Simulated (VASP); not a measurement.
# Al (P-1) in VASP: notebook

Runs on Al. Level: PBE+D3(BJ). Tasks: single point.

Program: VASP 6.6.1. These are calculated values, not measurements. Logs are shortened: lines on timing, memory, paths and dates and some standing lists are left out, and cuts for length are marked.

## (1) The cell of the first run

The typed cell holds 6 atoms: a = 2.804 Å, b = 2.804 Å, c = 14.081 Å, α = 84.92°, β = 87.46°, γ = 60.00°.

## (2) Single point, PBE+D3(BJ)

INCAR

```
PREC = Accurate ; ENCUT = 520
EDIFF = 1E-6 ; ISMEAR = 0
SIGMA = 0.15 ; LREAL = F
LASPH = T ; NELM = 60
ALGO = Fast ; ISIF = 2
LWAVE = F ; LCHARG = T
GGA = PE ; IVDW = 12
LELF = T ; LVHAR = T
NBANDS = 18
```

KPOINTS

```
Automatic mesh
0
Gamma
  18 18 3
```

POSCAR

```
Al
1.0
   -2.8035700760      0.0000000000      0.0000000000
   -1.4017850380     -2.4279629071      0.0000000000
   -0.6230155724     -1.0790946254     14.0252688885
Al
6
Direct
    0.6666666667      0.6296222222      0.0833500000
    0.6666666667      0.4814740741      0.4166833333
    0.6666666667      0.3333259259      0.7500166667
    0.3333333333     -0.0740814815      0.9166833333
    0.3333333333      0.2222148148      0.2500166667
    0.3333333333      0.0740666667      0.5833500000
```

Potentials or basis: VASP PAW PBE potentials, release 64 (Al).

On the command line:

```sh
cat potpaw_PBE.64/Al/POTCAR > POTCAR
mpirun -np 1 vasp_std > vasp.out
```

OUTCAR:

```text
PREC = Accurate
   ENCUT = 520
   EDIFF = 1E-6
   ISMEAR = 0
   LREAL = F
   LASPH = T
   NELM = 60
   ISIF = 2
   GGA = PE
   IVDW = 12
 IVDW          = 12

 ion  position               nearest neighbor table
   1  0.667  0.630  0.083-   4 2.48   5 2.84   5 2.84   5 2.84   4 3.10   4 3.24
   2  0.667  0.481  0.417-   5 2.84   5 2.84   5 2.84   6 2.84   6 2.84   6 2.84
   3  0.667  0.333  0.750-   4 2.84   4 2.84   4 2.84   6 2.84   6 2.84   6 2.84
   4  0.333  0.926  0.917-   1 2.48   3 2.84   3 2.84   3 2.84   1 3.10   1 3.24
   5  0.333  0.222  0.250-   2 2.84   2 2.84   2 2.84   1 2.84   1 2.84   1 2.84
   6  0.333  0.074  0.583-   2 2.84   3 2.84   3 2.84   2 2.84   3 2.84   2 2.84

  LATTYP: Found a base centered monoclinic cell.
 ALAT       =     2.8035700760
 B/A-ratio  =     1.7320508076
 C/A-ratio  =     5.0223499282
 COS(beta)  =    -0.0884933250

  Lattice vectors:

 A1 = (   2.8035700760,   0.0000000000,   0.0000000000)
 A2 = (  -1.4017850380,   2.4279629071,   0.0000000000)
 A3 = (  -0.6230155724,  -1.0790946254,  14.0252688885)

Analysis of symmetry for initial positions (statically):
=====================================================================
 Subroutine PRICEL returns:
 Original cell was already a primitive cell.

 Routine SETGRP: Setting up the symmetry group for a
 base centered monoclinic supercell.

 Subroutine GETGRP returns: Found  2 space group operations
 (whereof  1 operations were pure point group operations)
 out of a pool of  4 trial point group operations.

The static configuration has the point symmetry C_1 .
 The point group associated with its full space group is S_2 .

Analysis of symmetry for dynamics (positions and initial velocities):
=====================================================================
 Subroutine PRICEL returns:
 Original cell was already a primitive cell.

 Routine SETGRP: Setting up the symmetry group for a
 base centered monoclinic supercell.

 Subroutine GETGRP returns: Found  2 space group operations
 (whereof  1 operations were pure point group operations)
 out of a pool of  4 trial point group operations.

The dynamic configuration has the point symmetry C_1 .
 The point group associated with its full space group is S_2 .

 Subroutine INISYM returns: Found  2 space group operations
 (whereof  1 operations are pure point group operations),
 and found     1 'primitive' translations

----------------------------------------------------------------------------------------

                                     Primitive cell

  volume of cell :      95.4695

  direct lattice vectors                    reciprocal lattice vectors
    -2.803570076  0.000000000  0.000000000    -0.356688070  0.205933953  0.000000000
    -1.401785038 -2.427962907  0.000000000     0.000000000 -0.411867907 -0.031688836
    -0.623015572 -1.079094625 14.025268888     0.000000000  0.000000000  0.071299881

  length of vectors
     2.803570076  2.803570076 14.080509970     0.411867907  0.413085167  0.071299881

  position of ions in fractional coordinates (direct lattice)
     0.666666667  0.629622222  0.083350000
     0.666666667  0.481474074  0.416683333
     0.666666667  0.333325926  0.750016667
     0.333333333  0.925918518  0.916683333
     0.333333333  0.222214815  0.250016667
     0.333333333  0.074066667  0.583350000

  ion indices of the primitive-cell ions
   primitive index   ion index
                 1           1
                 2           2
                 3           3
                 4           4
                 5           5
                 6           6

----------------------------------------------------------------------------------------

 KPOINTS: Automatic mesh

Automatic generation of k-mesh.
 Grid dimensions read from file:
 generate k-points for:   18   18    3

 Generating k-lattice:

  Cartesian coordinates                     Fractional coordinates (reciprocal lattice)
    -0.019816004  0.011440775  0.000000000     0.055555556  0.000000000 -0.000000000
     0.000000000 -0.022881550 -0.001760491     0.000000000  0.055555556 -0.000000000
     0.000000000  0.000000000  0.023766627     0.000000000  0.000000000  0.333333333

  Length of vectors
     0.022881550  0.022949176  0.023766627

  Shift w.r.t. Gamma in fractional coordinates (k-lattice)
     0.000000000  0.000000000  0.000000000

 Subroutine IBZKPT returns following result:
 ===========================================

 Found    488 irreducible k-points:

 Following reciprocal coordinates:
            Coordinates               Weight
  0.000000  0.000000  0.000000      1.000000
  0.055556 -0.000000  0.000000      2.000000
  0.111111 -0.000000  0.000000      2.000000
  0.166667 -0.000000 -0.000000      2.000000
  0.222222 -0.000000 -0.000000      2.000000
  0.277778  0.000000 -0.000000      2.000000
[... 16 lines left out ...]
  0.388889  0.055556 -0.000000      2.000000
  0.333333 -0.055556 -0.000000      2.000000
 [... further k-points ...]
   k-points           NKPTS =    488   k-points in BZ     NKDIM =    488   number of bands    NBANDS=     18
   number of dos      NEDOS =    301   number of ions     NIONS =      6
   total plane-waves  NPLWV =  62208
   dimension x,y,z NGX =    24 NGY =   24 NGZ =  108
   dimension x,y,z NGXF=    48 NGYF=   48 NGZF=  216
   ions per type =               6
   NGX,Y,Z   is equivalent  to a cutoff of  14.23, 14.23, 12.75 a.u.
   NGXF,Y,Z  is equivalent  to a cutoff of  28.46, 28.46, 25.50 a.u.
 SYSTEM =  unknown system
   PREC   = accura    normal or accurate (medium, high low for compatibility)
   ISTART =      0    job   : 0-new  1-cont  2-samecut
   ICHARG =      2    charge: 1-file 2-atom 10-const
   ISPIN  =      1    spin polarized calculation?
   LNONCOLLINEAR =      F non collinear calculations
   LSORBIT =      F    spin-orbit coupling
   LASPH  =      T    aspherical Exc in radial PAW
   ENCUT  =  520.0 eV  38.22 Ry    6.18 a.u.   5.21  5.21 26.18*2*pi/ulx,y,z
   NELM   =     60;   NELMIN=  2; NELMDL= -5     # of ELM steps
   EDIFF  = 0.1E-05   stopping-criterion for ELM
   LREAL  =      F    real-space projection
   EDIFFG = 0.1E-04   stopping-criterion for IOM
   NSW    =      0    number of steps for IOM
   IBRION =     -1    ionic relax: 0-MD 1-quasi-New 2-CG
   NFREE  =      0    steps in history (QN), initial steepest desc. (CG)
   ISIF   =      2    stress and relaxation
   ISYM   =      2    0-nonsym 1-usesym 2-fastsym
   POTIM  = 0.5000    time-step for ionic-motion
   TEBEG  =    0.0;   TEEND  =   0.0 temperature during run
   PSTRESS=    0.0 pullay stress
   NELECT =      18.0000    total number of electrons
   NUPDOWN=      -1.0000    fix difference up-down
   EMIN   =  10.00;   EMAX   =-10.00  energy-range for DOS
   EFERMI =   0.00;   METHOD = LEGACY
   ISMEAR =     0;   SIGMA  =   0.15  broadening in eV -4-tet -1-fermi 0-gaus
   EFERMI_NEDOS =   21; number of points for ismear=-14 and -15
   IALGO  =     68    algorithm
   IMIX   =      4    mixing-type and parameters
     AMIX     =   0.40;   BMIX     =  1.00
     AMIX_MAG =   1.60;   BMIX_MAG =  1.00
  volume/ion in A,a.u.               =      15.91       107.38
  Fermi-wavevector in a.u.,A,eV,Ry     =   0.938737  1.773956 11.989833  0.881228
  Thomas-Fermi vector in A             =   2.065979
   LORBIT       =      0    0 simple, 1 ext, 2 COOP (PROOUT), +10 PAW based schemes
   GGA     = PE    functional components
   LHFCALC =     F    Hartree Fock is set to
   AEXX    =    0.0000 exact exchange contribution
   IVDW    =    12    specifies the selected vdW correction
   LEPSILON=     F    determine dielectric tensor
   LRPA    =     F    only Hartree local field effects (RPA)
 non-spin polarized calculation
 RMM-DIIS sequential band-by-band and
 Gauss-broadening in eV      SIGMA  =   0.15
  energy-cutoff  :      520.00
  volume of cell :       95.47
 maximum number of plane-waves:      2596
 NGX is ok and might be reduce to    24
   NGX = 11   NGY = 11   NGZ = 53

 number of electron      18.0000000 magnetization

 Free energy of the ion-electron system (eV)
  ---------------------------------------------------
  ext. energy  EPLUGINS =         0.00000000
  ---------------------------------------------------
  free energy    TOTEN  =       -22.08199681 eV

  energy without entropy =      -22.05420186  energy(sigma->0) =      -22.06809934

 E-fermi :   8.3609     XC(G=0): -10.3266

 val. band max:        8.3596902149   @ k =  -0.3333   0.3889  -0.3333
 cond. band min:       8.3612281530   @ k =   0.3333  -0.2778   0.3333
 fundamental gap:      0.0015379381
 Fermi energy:         8.3609008375

 k-point     1 :       0.0000    0.0000    0.0000
  band No.  band energies     occupation
      1      -3.0092      2.00000
      2      -2.2707      2.00000
      3      -2.2447      2.00000
      4      -0.0338      2.00000
      5      -0.0287      2.00000
      6       3.5207      2.00000
[... 10 lines left out ...]
     17      19.9902      0.00000
     18      20.0353      0.00000

 k-point     2 :       0.0556   -0.0000    0.0000
  band No.  band energies     occupation
      1      -2.9317      2.00000
      2      -2.1937      2.00000
      3      -2.1677      2.00000
      4       0.0420      2.00000
      5       0.0471      2.00000
      6       3.5924      2.00000
[... 10 lines left out ...]
     17      19.6658      0.00000
     18      19.9411      0.00000

 k-point     3 :       0.1111   -0.0000    0.0000
  band No.  band energies     occupation
      1      -2.6996      2.00000
      2      -1.9628      2.00000
      3      -1.9369      2.00000
      4       0.2691      2.00000
      5       0.2742      2.00000
      6       3.8075      2.00000
[... 10 lines left out ...]
     17      18.2791      0.00000
     18      18.3290      0.00000

 k-point     4 :       0.1667   -0.0000   -0.0000
  band No.  band energies     occupation
      1      -2.3137      2.00000
      2      -1.5789      2.00000
      3      -1.5531      2.00000
      4       0.6466      2.00000
      5       0.6517      2.00000
      6       4.1659      2.00000
[... 10 lines left out ...]
     17      16.9017      0.00000
     18      16.9607      0.00000

 k-point     5 :       0.2222   -0.0000   -0.0000
  band No.  band energies     occupation
      1      -1.7752      2.00000
      2      -1.0433      2.00000
      3      -1.0177      2.00000
      4       1.1728      2.00000
      5       1.1781      2.00000
      6       4.6676      2.00000
[... 10 lines left out ...]
     17      16.1817      0.00000
     18      16.2393      0.00000

 k-point     6 :       0.2778    0.0000   -0.0000
  band No.  band energies     occupation
      1      -1.0862      2.00000
      2      -0.3580      2.00000
      3      -0.3326      2.00000
      4       1.8452      2.00000
      5       1.8513      2.00000
      6       5.3120      2.00000
[... 307 lines left out ...]
 k-point    21 :       0.3333    0.0556    0.0000
  band No.  band energies     occupation
      1      -0.6284      2.00000
      2       0.0707      2.00000
      3       0.1491      2.00000
      4       2.2204      2.00000
      5       2.3688      2.00000
      6       5.6873      2.00000
[... 10 lines left out ...]
     17      14.7859      0.00000
     18      15.0659      0.00000

 k-point    22 :       0.2778   -0.0556    0.0000
  band No.  band energies     occupation
      1      -0.6284      2.00000
      2       0.0723      2.00000
      3       0.1474      2.00000
      4       2.2263      2.00000
      5       2.3624      2.00000
      6       5.7026      2.00000
[... 10 lines left out ...]
     17      14.7786      0.00000
     18      15.2257      0.00000

 k-point    23 :       0.3889    0.0556   -0.0000
  band No.  band energies     occupation
      1       0.2814      2.00000
      2       0.9749      2.00000
      3       1.0533      2.00000
      4       3.1021      2.00000
      5       3.2511      2.00000
      6       6.3089      2.00000
[... 10 lines left out ...]
     17      13.7838      0.00000
     18      14.1717      0.00000

 k-point    24 :       0.3333   -0.0556   -0.0000
  band No.  band energies     occupation
      1       0.2814      2.00000
      2       0.9772      2.00000
      3       1.0508      2.00000
      4       3.1105      2.00000
      5       3.2419      2.00000
      6       6.3232      2.00000
[... 10 lines left out ...]
     17      13.7820      0.00000
     18      14.1828      0.00000

 [... further k-points ...]

------------------------ aborting loop because EDIFF is reached ----------------------------------------

 Edisp (eV)   -2.09576

 E8    (eV) :    -0.9377

  FORCE on cell =-STRESS in cart. coord.  units (eV):
  Direction    XX          YY          ZZ          XY          YZ          ZX
  --------------------------------------------------------------------------------------
  -------------------------------------------------------------------------------------
  Total       0.33924     0.64241     1.09320     0.14783     0.87246    -1.11765
  in kB       5.69323    10.78093    18.34611     2.48088    14.64177   -18.75658
  external pressure =       11.61 kB  Pullay stress =        0.00 kB

 VOLUME and BASIS-vectors are now :
 -----------------------------------------------------------------------------
  energy-cutoff  :      520.00
  volume of cell :       95.47
      direct lattice vectors                 reciprocal lattice vectors
    -2.803570076  0.000000000  0.000000000    -0.356688070  0.205933953  0.000000000
    -1.401785038 -2.427962907  0.000000000     0.000000000 -0.411867907 -0.031688836
    -0.623015572 -1.079094625 14.025268888     0.000000000  0.000000000  0.071299881

 POSITION                                       TOTAL-FORCE (eV/Angst)
 -----------------------------------------------------------------------------------
     -2.80357     -1.61864      1.16901        -0.420724      0.336744      0.820090
     -2.80357     -1.61864      5.84410        -0.010502      0.009043      0.011595
     -2.80357     -1.61864     10.51919         0.001516      0.015228      0.033834
     -2.80357     -3.23728     12.85673         0.420724     -0.336744     -0.820090
     -1.40179     -0.80932      3.50655        -0.001516     -0.015228     -0.033834
     -1.40179     -0.80932      8.18164         0.010502     -0.009043     -0.011595
 -----------------------------------------------------------------------------------
    total drift:                                0.000000      0.000000      0.000000

  FREE ENERGIE OF THE ION-ELECTRON SYSTEM (eV)
  ---------------------------------------------------
  free  energy   TOTEN  =       -24.1777562816 eV

  energy  without entropy=      -24.1499613362  energy(sigma->0) =      -24.16385881
```

Wall time 26 min (1 thread of AMD EPYC 7R13, shared host); peak memory 0.65 GiB.

Results:

| Property | Result |
| --- | --- |
| Free energy | -24.1778 eV |
| Pressure | 1.2 GPa |
| Largest force | 0.981 eV/Å |
| Band gap on the k mesh | zero (band 9 reaches 11.84 eV, above the bottom of band 10 at 6.13 eV) |
| Dispersion energy per atom | -0.349 eV |

Forces on the atoms (eV/Å):
```
Al  -0.421  0.337  0.820
Al  -0.011  0.009  0.012
Al   0.002  0.015  0.034
Al   0.421 -0.337 -0.820
Al  -0.002 -0.015 -0.034
Al   0.011 -0.009 -0.012
```

Stress tensor (GPa, compression positive):
```
 0.57  0.25 -1.88
 0.25  1.08  1.46
-1.88  1.46  1.83
```

Levels at points of the mesh, in eV from the Fermi level:
| k point | band 7 | band 8 | band 9 | band 10 | band 11 | band 12 |
| --- | --- | --- | --- | --- | --- | --- |
| (0.00, 0.00, 0.00) | -4.67 | 0.17 | 0.22 | 6.21 | 6.34 | 11.30 |
| (0.50, 0.00, 0.00) | -2.33 | -2.31 | -2.25 | -2.23 | 0.55 | 1.02 |
| (0.00, 0.50, 0.00) | -3.16 | -2.67 | -1.87 | -1.38 | 0.11 | 0.41 |
| (0.50, 0.50, 0.00) | -3.30 | -2.60 | -1.73 | -1.56 | -0.10 | 0.78 |

Caveat: pairwise dispersion overbinds metals, which lowers pressure and volume.

(Part 1 of 2 ends here.)
